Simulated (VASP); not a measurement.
A run of VASP 6.6.1 is set up as follows.

File POSCAR:

```
InP3
1.0
    4.0408188801      2.3329678682      3.2344818702
   -4.0408188801      2.3329678682      3.2344818702
    0.0000000000     -4.6659357364      3.2344818702
In P
2 6
Direct
    0.2702520051      0.2702520051      0.2702520051
    0.7297479949      0.7297479949      0.7297479949
    0.7982893833      0.2446976833      0.7982893833
    0.7982893833      0.7982893833      0.2446976833
    0.2446976833      0.7982893833      0.7982893833
    0.2017106167      0.7553023167      0.2017106167
    0.7553023167      0.2017106167      0.2017106167
    0.2017106167      0.2017106167      0.7553023167
```

File INCAR.step1:

```
SYSTEM = InP3
PREC = Accurate ; ENCUT = 550
ISMEAR = 0 ; SIGMA = 0.15
LREAL = .False. ; LASPH = .True.
NELM = 120 ; NBANDS = 38
GGA = PE ; ALGO = Normal
EDIFF = 1E-5 ; LWAVE = .True.
LCHARG = .False. ; GGA_COMPAT = .False.
```

File INCAR.step2:

```
SYSTEM = InP3
PREC = Accurate ; ENCUT = 550
EDIFF = 1E-6 ; ISMEAR = 0
SIGMA = 0.15 ; LREAL = .False.
LASPH = .True. ; NELM = 120
ALGO = Normal ; ISIF = 2
LWAVE = .False. ; LCHARG = .False.
METAGGA = R2SCAN ; LMIXTAU = .True.
NBANDS = 38 ; ISTART = 1
GGA_COMPAT = .False.
```

File KPOINTS:

```
Automatic mesh
0
Gamma
  6 6 6
  0 0 0
```

Potentials or basis: VASP PAW PBE potentials, release 64 (In_d, P).

Launch:

```sh
$ cat potpaw_PBE.64/In_d/POTCAR potpaw_PBE.64/P/POTCAR > POTCAR
$ cp INCAR.step1 INCAR
$ mpirun -np 1 vasp_std > vasp.out
$ cp INCAR.step2 INCAR
$ mpirun -np 1 vasp_std > vasp.out
```

**Question.** What does it give for the band gap on the k mesh?

**Answer.** Zero (bands 28 and 29 overlap by 0.80 eV).

**Question.** Estimate the pressure.

**Answer.** -8.7 GPa.

**Question.** Predict the largest force.

**Answer.** 0.937 eV/Å.

Stress tensor (GPa, compression positive):
```
-11.99   0.00   0.00
  0.00 -11.99   0.00
  0.00   0.00  -2.12
```

Caveat: the cell differs from its parent crystal (strain +0.080 along x and y, -0.040 along z); the cell stands under tension; the PAW data sets were made with another functional, which shifts forces and pressure a little; spin-orbit coupling is left out, which moves the levels of the heavy elements.
